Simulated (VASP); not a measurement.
Set up this calculation in VASP 6.6.1, as the native input.

```
Task                   : single point
Functional             : PBE
Dispersion             : D3(BJ)
Potentials or basis    : VASP PAW PBE potentials, release 64 (Hg, Te)
Cutoff                 : 520 eV
k mesh                 : 7 × 7 × 7
Occupations            : fermi-dirac, width 0.05 eV
Spin                   : no spin polarisation
Dipole correction      : no
Further INCAR settings : ALGO = Normal; EDIFF = 1e-06; NBANDS = 16
```

The structure of HgTe (Coloradoite) lies in POSCAR:

```
HgTe
1.0
    0.0000000000      3.2145000000      3.2145000000
    3.2145000000      0.0000000000      3.2145000000
    3.2145000000      3.2145000000      0.0000000000
Hg Te
1 1
Direct
    0.0000000000      0.0000000000      0.0000000000
    0.7500000000      0.7500000000      0.7500000000
```

These files were run (other wordings do the same):

INCAR

```
SYSTEM = HgTe
PREC = Accurate
ENCUT = 520
EDIFF = 1E-6
ISMEAR = -1
SIGMA = 0.05
LREAL = .FALSE.
LASPH = .TRUE.
NELM = 100
ALGO = Normal
ISIF = 2
LWAVE = .FALSE.
LCHARG = .FALSE.
GGA = PE
IVDW = 12
NBANDS = 16
```

KPOINTS

```
Automatic mesh
0
G
  7 7 7
  0 0 0
```

Potentials or basis: VASP PAW PBE potentials, release 64 (Hg, Te).

Command:

```bash
$ cat potpaw_PBE.64/Hg/POTCAR potpaw_PBE.64/Te/POTCAR > POTCAR
$ mpirun -np 1 vasp_std > vasp.out
```

It gave:

```yaml
Pressure: 2.6 GPa
Band_gap_on_the_k_mesh: zero (filled and empty bands touch)
Dispersion_energy_per_atom: -0.367 eV
```

Caveat: spin-orbit coupling is left out, which moves the levels of the heavy elements; pairwise dispersion overbinds metals, which lowers pressure and volume.

Wall time 15 s on 1 thread of AMD EPYC 9R45 96-Core Processor (Zen 5), with other jobs on the host, peak memory 0.19 GiB.
